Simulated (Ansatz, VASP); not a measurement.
HfB: VASP beside Ansatz

```xyz
2
Lattice="0.0000 2.2945 2.2945 2.2945 0.0000 2.2945 2.2945 2.2945 0.0000" Properties=species:S:1:pos:R:3 pbc="T T T"
Hf    2.2945    2.2945    2.2945
B     0.0000    0.0000    0.0000
```

Change from the starting cell: volume scaled by 0.98.

Alike in both runs: task single point; functional PBE; k mesh 10 × 10 × 10; occupations fermi-dirac, width 0.05 eV; no spin polarisation.

```csv
,VASP,Ansatz
version,VASP 6.6.1,Ansatz 0.2.0
potentials or method,"VASP PAW PBE potentials, release 64 (Hf_pv, B), cutoff 520 eV","all-electron LAPW, scalar-relativistic"
```

Ansatz gave:

| Quantity | Value |
| --- | --- |
| gap on the k mesh at the Fermi level (eV) | none |
| pressure (GPa) | 35.3 |

Question: Estimate VASP's values.

Answer: gap on the k mesh at the Fermi level (eV): none; pressure (GPa): 36.4.

A gap of «none» marks a metal or a gap that the smearing closes. Both programs put the cell under a high pressure, so it lies far from rest at this level. Ansatz ran all-electron here, and VASP with PAW potentials.

Neither program's run includes spin-orbit coupling.
